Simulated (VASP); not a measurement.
Set up this calculation in VASP 6.6.1, as the native input.

* Task: single point
* Functional: PBE
* Dispersion: D3(BJ)
* Potentials or basis: VASP PAW PBE potentials, release 64 (Sn_d, Te)
* Cutoff: 500 eV
* k mesh: 10 × 10 × 10
* Occupations: gaussian, width 0.01 eV
* Spin: no spin polarisation
* Dipole correction: no
* Further INCAR settings: ALGO = Normal; EDIFF = 1e-06; NBANDS = 17

The structure of SnTe (f.bd3) lies in POSCAR:

```
SnTe
1.0
    0.0000000000      3.1543011816      3.1543011816
    3.1543011816      0.0000000000      3.1543011816
    3.1543011816      3.1543011816      0.0000000000
Sn Te
1 1
Direct
    0.0000000000      0.0000000000      0.0000000000
    0.5000000000      0.5000000000      0.5000000000
```

One way to write it, as run:

INCAR

```
SYSTEM = SnTe
ALGO = Normal
EDIFF = 1E-6
ENCUT = 500
GGA = PE
GGA_COMPAT = .FALSE.
ISIF = 2
ISMEAR = 0
IVDW = 12
LASPH = .TRUE.
LCHARG = .FALSE.
LREAL = .FALSE.
LWAVE = .FALSE.
NBANDS = 17
NELM = 120
PREC = Accurate
SIGMA = 0.01
```

KPOINTS

```
k-points
0
G
  10 10 10
  0 0 0
```

Potentials or basis: VASP PAW PBE potentials, release 64 (Sn_d, Te).

Run with:

```bash
$ cat potpaw_PBE.64/Sn_d/POTCAR potpaw_PBE.64/Te/POTCAR > POTCAR
$ mpirun -np 1 vasp_std > vasp.out
```

It gave:

```yaml
Pressure: -0.1 GPa
Band_gap_on_the_k_mesh: 0.09 eV, direct
Dispersion_energy_per_atom: -0.400 eV
```

Caveat: spin-orbit coupling is left out, which moves the levels of the heavy elements.

Wall time 19 s on 1 thread of Intel(R) Xeon(R) 6975P-C (Granite Rapids), with other jobs on the host, peak memory 0.23 GiB.
